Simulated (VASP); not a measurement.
# CaO (Fm-3m) in VASP: notebook, part 2 of 2

VASP 6.6.1. The steps go on from the part before.

### 4 Single point, PBE

This run uses another cell than the first one, of 13.78 Å³/atom, 1.057 times its volume.

The input, INCAR:

```
  PREC = Accurate
  ENCUT = 520
  EDIFF = 1E-6
  ISMEAR = -1
  SIGMA = 0.02
  LREAL = F
  LASPH = T
  NELM = 100
  ALGO = Normal
  ISIF = 2
  LWAVE = F
  LCHARG = F
  GGA = PE
  NBANDS = 15
```

The input, KPOINTS:

```
Automatic mesh
0
Gamma
  10 10 10
```

The input, POSCAR:

```
CaO
1.0
    0.0000000000      2.3975501144      2.3975501144
    2.3975501144      0.0000000000      2.3975501144
    2.3975501144      2.3975501144      0.0000000000
Ca O
1 1
Direct
    0.0000000000      0.0000000000      0.0000000000
    0.5000000000      0.5000000000      0.5000000000
```

Potentials or basis: VASP PAW PBE potentials, release 64 (Ca_sv, O).

On the command line:

```sh
$ cat potpaw_PBE.64/Ca_sv/POTCAR potpaw_PBE.64/O/POTCAR > POTCAR
$ mpirun -np 1 vasp_std > vasp.out
```

OUTCAR:

```text
PREC = Accurate
   ENCUT = 520
   EDIFF = 1E-6
   ISMEAR = -1
   LREAL = F
   LASPH = T
   NELM = 100
   ISIF = 2
   GGA = PE

 ion  position               nearest neighbor table
   1  0.000  0.000  0.000-   2 2.40   2 2.40   2 2.40   2 2.40   2 2.40   2 2.40
   2  0.500  0.500  0.500-   1 2.40   1 2.40   1 2.40   1 2.40   1 2.40   1 2.40

  LATTYP: Found a face centered cubic cell.
 ALAT       =     4.7951002288

  Lattice vectors:

 A1 = (   0.0000000000,   2.3975501144,   2.3975501144)
 A2 = (   2.3975501144,   0.0000000000,   2.3975501144)
 A3 = (   2.3975501144,   2.3975501144,   0.0000000000)

Analysis of symmetry for initial positions (statically):
=====================================================================
 Subroutine PRICEL returns:
 Original cell was already a primitive cell.

 Routine SETGRP: Setting up the symmetry group for a
 face centered cubic supercell.

 Subroutine GETGRP returns: Found 48 space group operations
 (whereof 48 operations were pure point group operations)
 out of a pool of 48 trial point group operations.

The static configuration has the point symmetry O_h .

[... 175 lines left out ...]
      7       2.3905      2.00000
      8       2.3905      2.00000
      9       7.1610      0.00000
     10       8.6329      0.00000
     11       8.6329      0.00000
     12       8.6329      0.00000
     13      10.1489      0.00000
     14      10.1489      0.00000
[... 401 lines left out ...]
      2     -16.6396      2.00000
      3     -16.1808      2.00000
      4     -16.1529      2.00000
      5     -12.6254      2.00000
      6       0.7080      2.00000
      7       1.8351      2.00000
      8       1.9357      2.00000
      9       6.6985      0.00000
     10      10.0905      0.00000
     11      11.2067      0.00000
     12      11.2952      0.00000
     13      11.4320      0.00000
     14      13.2631      0.00000
     15      18.0649      0.00000

 [... further k-points ...]

------------------------ aborting loop because EDIFF is reached ----------------------------------------

  FORCE on cell =-STRESS in cart. coord.  units (eV):
  Direction    XX          YY          ZZ          XY          YZ          ZX
  --------------------------------------------------------------------------------------
  -------------------------------------------------------------------------------------
  Total        0.5252378      0.5252378      0.5252378     -0.0000000     -0.0000000     -0.0000000
  in kB       30.5304688     30.5304688     30.5304688     -0.0000000     -0.0000000     -0.0000000
  external PRESSURE =      30.5304688 kB  Pullay stress =       0.0000000 kB

 VOLUME and BASIS-vectors are now :
 -----------------------------------------------------------------------------
  energy-cutoff  :      520.00
  volume of cell :       27.56
      direct lattice vectors                 reciprocal lattice vectors
     0.000000000  2.397550114  2.397550114    -0.208546214  0.208546214  0.208546214
     2.397550114  0.000000000  2.397550114     0.208546214 -0.208546214  0.208546214
     2.397550114  2.397550114  0.000000000     0.208546214  0.208546214 -0.208546214

 POSITION                                       TOTAL-FORCE (eV/Angst)
 -----------------------------------------------------------------------------------
      0.00000      0.00000      0.00000         0.000000      0.000000     -0.000000
      2.39755      2.39755      2.39755        -0.000000     -0.000000      0.000000
 -----------------------------------------------------------------------------------
    total drift:                                0.000000      0.000000      0.000000

  FREE ENERGIE OF THE ION-ELECTRON SYSTEM (eV)
  ---------------------------------------------------
  free  energy   TOTEN  =       -12.7977067429 eV

  energy  without entropy=      -12.7977067429  energy(sigma->0) =      -12.79770674
```

OSZICAR:

```text
N       E                     dE             d eps       ncg     rms          rms(c)
DAV:   1     0.125619269409E+03    0.12562E+03   -0.83590E+03  1410   0.109E+03
DAV:   2    -0.903702406855E+01   -0.13466E+03   -0.12463E+03  1774   0.291E+02
DAV:   3    -0.143675427699E+02   -0.53305E+01   -0.52931E+01  1690   0.602E+01
DAV:   4    -0.145089062991E+02   -0.14136E+00   -0.14128E+00  1968   0.888E+00
DAV:   5    -0.145103526636E+02   -0.14464E-02   -0.14463E-02  1677   0.856E-01    0.857E+00
DAV:   6    -0.128728451974E+02    0.16375E+01   -0.50676E+00  1600   0.221E+01    0.357E+00
DAV:   7    -0.128011007540E+02    0.71744E-01   -0.40445E-01  1620   0.660E+00    0.180E+00
DAV:   8    -0.127986186246E+02    0.24821E-02   -0.75131E-02  1816   0.295E+00    0.422E-01
DAV:   9    -0.127970794936E+02    0.15391E-02   -0.46129E-03  1466   0.571E-01    0.109E-01
DAV:  10    -0.127977308014E+02   -0.65131E-03   -0.71951E-04  1718   0.243E-01    0.415E-02
DAV:  11    -0.127977070625E+02    0.23739E-04   -0.49615E-05  1670   0.832E-02    0.705E-03
DAV:  12    -0.127977067429E+02    0.31963E-06   -0.71294E-06  1655   0.241E-02
   1 F= -.12797707E+02 E0= -.12797707E+02  d E =-.517269E-14
```

It took 17 s on 1 thread of Intel Xeon 6975P-C, shared host; peak memory 0.17 GiB.

Results:

```yaml
Free_energy: -12.7977 eV
Pressure: 3.1 GPa
Band_gap_on_the_k_mesh: 3.63 eV, indirect (least direct gap 4.01 eV)
```

Levels at points of the mesh, in eV from the valence-band top:
```
           k point  band 5  band 6  band 7  band 8  band 9  band 10  band 11  band 12
(0.00, 0.00, 0.00)  -15.55    0.00    0.00    0.00    4.77     6.24     6.24     6.24
(0.50, 0.00, 0.00)  -14.32   -2.66   -1.22   -1.22    7.08     8.39     8.39     8.56
(0.50, 0.50, 0.00)  -15.31   -1.30   -0.37   -0.37    3.63     8.10     8.93     9.58
```

### 5 Overview

```tsv
level	potentials or basis	cell	k mesh	gap on the mesh (eV)	pressure (GPa)
LDA	VASP PAW LDA potentials, release 64 (Ca_sv, O)	a = 3.329 Å, angles 60.0°, 2 atoms	8 × 8 × 8	3.42	1.0
PBE	VASP PAW PBE potentials, release 64 (Ca_sv, O)	a = 3.416 Å, angles 60.0°, 2 atoms	8 × 8 × 8	3.64	0.6
PBE	VASP PAW PBE potentials, release 64 (Ca_sv, O)	a = 3.391 Å, angles 60.0°, 2 atoms	10 × 10 × 10	3.63	3.1
```

Alike in all rows: task single point; no spin polarisation; cutoff (eV) 520; smearing fermi-dirac 0.02 eV.

Total energies depend on the potentials used, so only differences within one code and one set of settings carry meaning.
